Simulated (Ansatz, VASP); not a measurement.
## BaO in VASP and in Ansatz

The input INCAR:

```
PREC = Accurate ; ENCUT = 1340
EDIFF = 1E-6 ; ISMEAR = 0
SIGMA = 0.02 ; LREAL = F
LASPH = T ; NELM = 120
ALGO = Normal ; ISIF = 2
LWAVE = F ; LCHARG = T
GGA = PS ; LELF = T
LVHAR = T ; NBANDS = 15
GGA_COMPAT = F
```

The input KPOINTS:

```
Automatic mesh
0
Gamma
  8 8 8
```

POSCAR

```
BaO
1.0
    0.0000000000      2.7451854822      2.7451854822
    2.7451854822      0.0000000000      2.7451854822
    2.7451854822      2.7451854822      0.0000000000
Ba O
1 1
Direct
    0.0000000000      0.0000000000      0.0000000000
    0.5000000000      0.5000000000      0.5000000000
```

Input for Ansatz:

```yaml
crystal:
  lattice:
    - [0.0, 2.7451854841, 2.7451854841]
    - [2.7451854841, 0.0, 2.7451854841]
    - [2.7451854841, 2.7451854841, 0.0]
  atoms:
    - { symbol: Ba, position: [0.0, 0.0, 0.0] }
    - { symbol: O, position: [0.5, 0.5, 0.5] }
basis:
  ecutwfc: 420
kpoints:
  mp_grid: { grid: [8, 8, 8] }
  band_path: { path: [VBM, CBM], npoints: 2 }
hamiltonian:
  xc: pbesol
scf:
  occupations: { method: gaussian, width: 0.02 }
output:
  forces: true
  stress: true
  eigenvalues: true
```

Alike in both runs: task single point; functional PBEsol; k mesh 8 × 8 × 8; occupations gaussian, width 0.02 eV; no spin polarisation.

|  | VASP | Ansatz |
| --- | --- | --- |
| version | VASP 6.6.1 | Ansatz 0.2.0 |
| potentials or method | VASP PAW PBE potentials, release 64 (Ba_sv, O_h), cutoff 1340 eV | scalar-relativistic, plane waves, PAW |
| valence electrons in the cell | 16 | 16 |

```tsv
	VASP	Ansatz	Ansatz less VASP
gap on the k mesh at the Fermi level (eV)	1.77	1.84	+0.068
least direct gap on the mesh (eV)	1.77	1.84	+0.068
pressure (GPa)	1.8	0.0	-1.85
```

VASP's potentials were made for PBE, not for PBEsol. The functional is the same, so the differences come from potentials, cutoffs and numerics.

Spin-orbit coupling is off throughout.
